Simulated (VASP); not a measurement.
# Cs (Pm-3m) in VASP: relaxation of cell and atoms with PBEsol

Aim: the relaxation of cell and atoms of Cs with PBEsol.

Program: VASP 6.6.1. These are calculated values, not measurements. Logs are shortened: lines on timing, memory, paths and dates and some standing lists are left out, and cuts for length are marked.

## (1) The cell of the first run

It takes space group Pm-3m (No. 221, cubic). The conventional cell has a = 3.872 Å, b = 3.872 Å, c = 3.872 Å, α = 90.00°, β = 90.00°, γ = 90.00°. Within 5.1 Å of Cs (site symmetry m-3m) lie 6 Cs at 3.87 Å.

This isn't the form of Cs at room conditions, which is bcc.

## (2) Relaxation of cell and atoms, PBEsol, target pressure 2.9 GPa, at which the enthalpy is minimised

INCAR reads:

```
  ALGO = Normal
  EDIFF = 1E-6
  EDIFFG = -0.005
  ENCUT = 600
  GGA = PS
  IBRION = 2
  ISIF = 3
  ISMEAR = -1
  LASPH = True
  LCHARG = False
  LREAL = False
  LWAVE = False
  NELM = 100
  NSW = 60
  PREC = Accurate
  PSTRESS = 29.0
  SIGMA = 0.05
```

KPOINTS reads:

```
k-points
0
Gamma
  10 10 10
```

POSCAR reads:

```
Cs
1.0
    3.8720212986      0.0000000000      0.0000000000
    0.0000000000      3.8720212986      0.0000000000
    0.0000000000      0.0000000000      3.8720212986
Cs
1
Direct
    0.0000000000      0.0000000000      0.0000000000
```

Potentials or basis: VASP PAW PBE potentials, release 64 (Cs_sv).

On the command line:

```bash
> cat potpaw_PBE.64/Cs_sv/POTCAR > POTCAR
> mpirun -np 1 vasp_std > vasp.out
```

OUTCAR:

```text
EDIFF = 1E-6
   EDIFFG = -0.005
   ENCUT = 600
   GGA = PS
   IBRION = 2
   ISIF = 3
   ISMEAR = -1
   LASPH = True
   LREAL = False
   NELM = 100
   NSW = 60
   PREC = Accurate
   PSTRESS = 29.0

 ion  position               nearest neighbor table
   1  0.000  0.000  0.000-

  LATTYP: Found a simple cubic cell.
 ALAT       =     3.8720212986

  Lattice vectors:

 A1 = (   3.8720212986,   0.0000000000,   0.0000000000)
 A2 = (   0.0000000000,   3.8720212986,   0.0000000000)
 A3 = (   0.0000000000,   0.0000000000,   3.8720212986)

Analysis of symmetry for initial positions (statically):
=====================================================================
 Subroutine PRICEL returns:
 Original cell was already a primitive cell.

 Routine SETGRP: Setting up the symmetry group for a
 simple cubic supercell.

 Subroutine GETGRP returns: Found 48 space group operations
 (whereof 48 operations were pure point group operations)
 out of a pool of 48 trial point group operations.

The static configuration has the point symmetry O_h .

Analysis of symmetry for dynamics (positions and initial velocities):
=====================================================================
 Subroutine PRICEL returns:
 Original cell was already a primitive cell.

 Routine SETGRP: Setting up the symmetry group for a
 simple cubic supercell.

 Subroutine GETGRP returns: Found 48 space group operations
 (whereof 48 operations were pure point group operations)
 out of a pool of 48 trial point group operations.

The dynamic configuration has the point symmetry O_h .

 Subroutine INISYM returns: Found 48 space group operations
 (whereof 48 operations are pure point group operations),
 and found     1 'primitive' translations

----------------------------------------------------------------------------------------

                                     Primitive cell

  volume of cell :      58.0515

  direct lattice vectors                    reciprocal lattice vectors
     3.872021299  0.000000000  0.000000000     0.258263042  0.000000000  0.000000000
     0.000000000  3.872021299  0.000000000     0.000000000  0.258263042  0.000000000
     0.000000000  0.000000000  3.872021299     0.000000000  0.000000000  0.258263042

  length of vectors
     3.872021299  3.872021299  3.872021299     0.258263042  0.258263042  0.258263042

  position of ions in fractional coordinates (direct lattice)
     0.000000000  0.000000000  0.000000000

  ion indices of the primitive-cell ions
   primitive index   ion index
                 1           1

----------------------------------------------------------------------------------------

 KPOINTS: k-points

Automatic generation of k-mesh.
 Grid dimensions read from file:
 generate k-points for:   10   10   10

 Generating k-lattice:

  Cartesian coordinates                     Fractional coordinates (reciprocal lattice)
     0.025826304  0.000000000  0.000000000     0.100000000  0.000000000  0.000000000
     0.000000000  0.025826304  0.000000000     0.000000000  0.100000000  0.000000000
     0.000000000  0.000000000  0.025826304     0.000000000  0.000000000  0.100000000

  Length of vectors
     0.025826304  0.025826304  0.025826304

  Shift w.r.t. Gamma in fractional coordinates (k-lattice)
     0.000000000  0.000000000  0.000000000

 Subroutine IBZKPT returns following result:
 ===========================================

 Found     56 irreducible k-points:

 Following reciprocal coordinates:
            Coordinates               Weight
  0.000000  0.000000  0.000000      1.000000
  0.100000  0.000000  0.000000      6.000000
  0.200000  0.000000  0.000000      6.000000
  0.300000  0.000000  0.000000      6.000000
  0.400000  0.000000  0.000000      6.000000
  0.500000  0.000000  0.000000      3.000000
[... 16 lines left out ...]
  0.200000  0.100000  0.100000     24.000000
  0.300000  0.100000  0.100000     24.000000
 [... further k-points ...]
   k-points           NKPTS =     56   k-points in BZ     NKDIM =     56   number of bands    NBANDS=      8
   number of dos      NEDOS =    301   number of ions     NIONS =      1
   total plane-waves  NPLWV =  32768
   dimension x,y,z NGX =    32 NGY =   32 NGZ =   32
   dimension x,y,z NGXF=    64 NGYF=   64 NGZF=   64
   ions per type =               1
   NGX,Y,Z   is equivalent  to a cutoff of  13.74, 13.74, 13.74 a.u.
   NGXF,Y,Z  is equivalent  to a cutoff of  27.48, 27.48, 27.48 a.u.
 SYSTEM =  unknown system
   PREC   = accura    normal or accurate (medium, high low for compatibility)
   ISTART =      0    job   : 0-new  1-cont  2-samecut
   ICHARG =      2    charge: 1-file 2-atom 10-const
   ISPIN  =      1    spin polarized calculation?
   LNONCOLLINEAR =      F non collinear calculations
   LSORBIT =      F    spin-orbit coupling
   LASPH  =      T    aspherical Exc in radial PAW
   ENCUT  =  600.0 eV  44.10 Ry    6.64 a.u.   7.73  7.73  7.73*2*pi/ulx,y,z
   NELM   =    100;   NELMIN=  2; NELMDL= -5     # of ELM steps
   EDIFF  = 0.1E-05   stopping-criterion for ELM
   LREAL  =      F    real-space projection
   EDIFFG = -.5E-02   stopping-criterion for IOM
   NSW    =     60    number of steps for IOM
   IBRION =      2    ionic relax: 0-MD 1-quasi-New 2-CG
   NFREE  =      1    steps in history (QN), initial steepest desc. (CG)
   ISIF   =      3    stress and relaxation
   ISYM   =      2    0-nonsym 1-usesym 2-fastsym
   POTIM  = 0.5000    time-step for ionic-motion
   TEBEG  =    0.0;   TEEND  =   0.0 temperature during run
   PSTRESS=   29.0 pullay stress
   NELECT =       9.0000    total number of electrons
   NUPDOWN=      -1.0000    fix difference up-down
   EMIN   =  10.00;   EMAX   =-10.00  energy-range for DOS
   EFERMI =   0.00;   METHOD = LEGACY
   ISMEAR =    -1;   SIGMA  =   0.05  broadening in eV -4-tet -1-fermi 0-gaus
   EFERMI_NEDOS =   21; number of points for ismear=-14 and -15
   IALGO  =     38    algorithm
   IMIX   =      4    mixing-type and parameters
     AMIX     =   0.40;   BMIX     =  1.00
     AMIX_MAG =   1.60;   BMIX_MAG =  1.00
  volume/ion in A,a.u.               =      58.05       391.75
  Fermi-wavevector in a.u.,A,eV,Ry     =   0.879464  1.661945 10.523514  0.773456
  Thomas-Fermi vector in A             =   1.999691
   LORBIT       =      0    0 simple, 1 ext, 2 COOP (PROOUT), +10 PAW based schemes
   GGA     = PS    functional components
   LHFCALC =     F    Hartree Fock is set to
   AEXX    =    0.0000 exact exchange contribution
   IVDW    =     0    specifies the selected vdW correction
   LEPSILON=     F    determine dielectric tensor
   LRPA    =     F    only Hartree local field effects (RPA)
 conjugate gradient relaxation of ions
 non-spin polarized calculation
  energy-cutoff  :      600.00
  volume of cell :       58.05
 maximum number of plane-waves:      1960
 NGX is ok and might be reduce to    32
   NGX = 15   NGY = 15   NGZ = 15

--------------------------------------- Ionic step        1  -------------------------------------------

 number of electron       9.0000002 magnetization

 Free energy of the ion-electron system (eV)
  ---------------------------------------------------
  ext. energy  EPLUGINS =         0.00000000
  ---------------------------------------------------
  free energy    TOTEN  =        -0.54202213 eV

  energy without entropy =       -0.52405415  energy(sigma->0) =       -0.53303814

------------------------ aborting loop because EDIFF is reached ----------------------------------------

  FORCE on cell =-STRESS in cart. coord.  units (eV):
  Direction    XX          YY          ZZ          XY          YZ          ZX
  --------------------------------------------------------------------------------------
  -------------------------------------------------------------------------------------
  Total        0.7533342      0.7533342      0.7533342     -0.0000000     -0.0000000      0.0000000
  in kB       20.7914621     20.7914621     20.7914621     -0.0000000     -0.0000000      0.0000000
  external PRESSURE =      -8.2085379 kB  Pullay stress =      29.0000000 kB
[... 133 lines left out ...]
  enthalpy is  TOTEN    =         0.4783019220 eV   P V=        0.8694495442

--------------------------------------- Ionic step        5  -------------------------------------------

 number of electron       9.0000001 magnetization

 Free energy of the ion-electron system (eV)
  ---------------------------------------------------
  ext. energy  EPLUGINS =         0.00000000
  ---------------------------------------------------
  free energy    TOTEN  =        -0.39468533 eV

  energy without entropy =       -0.38182856  energy(sigma->0) =       -0.38825695

 E-fermi :   3.3976     XC(G=0):  -8.3292

 val. band max:        3.3492146820   @ k =   0.3000   0.1000   0.1000
 cond. band min:       3.4295167852   @ k =   0.5000   0.3000   0.3000
 fundamental gap:      0.0803021032
 Fermi energy:         3.3975612248

 k-point     1 :       0.0000    0.0000    0.0000
  band No.  band energies     occupation
      1     -20.7144      2.00000
      2      -6.4477      2.00000
      3      -6.4477      2.00000
      4      -6.4477      2.00000
      5       1.5466      2.00000
      6       4.2001      0.00000
      7       4.2001      0.00000
      8      11.4047      0.00000
[... 243 lines left out ...]
 k-point    24 :       0.3000    0.1000    0.1000
  band No.  band energies     occupation
      1     -20.5084      2.00000
      2      -7.8432      2.00000
      3      -6.5291      2.00000
      4      -6.4953      2.00000
      5       3.3492      1.44901
      6       5.2198      0.00000
      7       5.9058      0.00000
      8       7.7186      0.00000

 [... further k-points ...]

------------------------ aborting loop because EDIFF is reached ----------------------------------------

  FORCE on cell =-STRESS in cart. coord.  units (eV):
  Direction    XX          YY          ZZ          XY          YZ          ZX
  --------------------------------------------------------------------------------------
  -------------------------------------------------------------------------------------
  Total        0.8733203      0.8733203      0.8733203      0.0000000     -0.0000000     -0.0000000
  in kB       29.0116931     29.0116931     29.0116931      0.0000000     -0.0000000     -0.0000000
  external PRESSURE =       0.0116931 kB  Pullay stress =      29.0000000 kB
[... 16 lines left out ...]
  FREE ENERGIE OF THE ION-ELECTRON SYSTEM (eV)
  ---------------------------------------------------
  free  energy   TOTEN  =        -0.3946853312 eV

  energy  without entropy=       -0.3818285616  energy(sigma->0) =       -0.38825695

  enthalpy is  TOTEN    =         0.4782830072 eV   P V=        0.8729683385

 reached required accuracy - stopping structural energy minimisation
```

Wall time 25 s (1 thread of Intel Xeon 6975P-C (Granite Rapids), shared host); peak memory 0.2 GiB.

What came out:

| Quantity | Value |
| --- | --- |
| Free energy | -0.3947 eV |
| Relaxed volume | 48.23 Å³/atom |
| Relaxed cell | a = 3.640 Å, b = 3.640 Å, c = 3.640 Å, α = 90.00°, β = 90.00°, γ = 90.00° |
| Space group after relaxing (to 0.1 Å) | Pm-3m (No. 221) |
| Energy change on relaxing (the run minimises the enthalpy) | +147.3 meV/atom |
| Ionic steps | 5 |
| Pressure after relaxing | 2.9 GPa |
| Band gap on the k mesh | zero (an odd number of electrons rules out a gap without spin polarisation) |

The path:
```tsv
step	energy change (eV)	largest force (eV/Å)	pressure (GPa)	volume (Å³)
1	0.0000	0.0000	2.08	58.05
2	0.0333	0.0000	2.24	55.59
3	0.1404	0.0000	2.84	48.62
4	0.1509	0.0000	2.93	48.03
5	0.1473	0.0000	2.90	48.23
```

Final structure:
```
Cs
1.0
     3.64002    0.00000    0.00000
     0.00000    3.64002    0.00000
     0.00000    0.00000    3.64002
Cs
1
Direct
  0.00000 0.00000 0.00000
```

Caveat: the cell is relaxed towards a set pressure, so the run minimises the enthalpy, not the energy; the volume moved by over 15 % at a fixed basis, so the end points are rough; the PAW data sets were made with another functional, which shifts forces and pressure a little; spin-orbit coupling is left out, which moves the levels of the heavy elements.

The gap in the log of VASP goes by the Fermi energy; the results here count the filled bands.